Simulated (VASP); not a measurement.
Si2N, 3 atoms in the cell. Symmetry: Cmmm, No. 65, orthorhombic system. The conventional cell has a = 4.296 Å, b = 7.429 Å, c = 2.620 Å, α = 90.00°, β = 90.00°, γ = 90.00°. Si (site symmetry m2m) has 2 N at 1.87 Å and 2 Si at 2.39 Å within 2.5 Å. N (site symmetry mmm) has 4 Si at 1.87 Å within 2.5 Å. 

- Program: VASP 6.6.1
- Task: single point
- Functional: PBE
- Potentials or basis: VASP PAW PBE potentials, release 64 (Si, N)
- Cutoff: 520 eV
- k mesh: 12 × 12 × 18
- Occupations: gaussian, width 0.1 eV
- Spin: no spin polarisation
- Dipole correction: no
- Further INCAR settings: ALGO = Normal; EDIFF = 1e-06; NBANDS = 14

Potentials or basis: VASP PAW PBE potentials, release 64 (Si, N).

The run is started by

```sh
$ cat potpaw_PBE.64/Si/POTCAR potpaw_PBE.64/N/POTCAR > POTCAR
$ mpirun -np 1 vasp_std > vasp.out
```

Hardware: 1 thread of Intel(R) Xeon(R) Platinum 8259CL CPU @ 2.50GHz (Skylake/Cascade Lake), on a shared host.

Q: Estimate the wall time of this run.

A: Run time: 100 s on 1 thread of Intel(R) Xeon(R) Platinum 8259CL CPU @ 2.50GHz (Skylake/Cascade Lake), on a shared host, peak memory 0.32 GiB. Counts: scf iterations 13, k points 430.
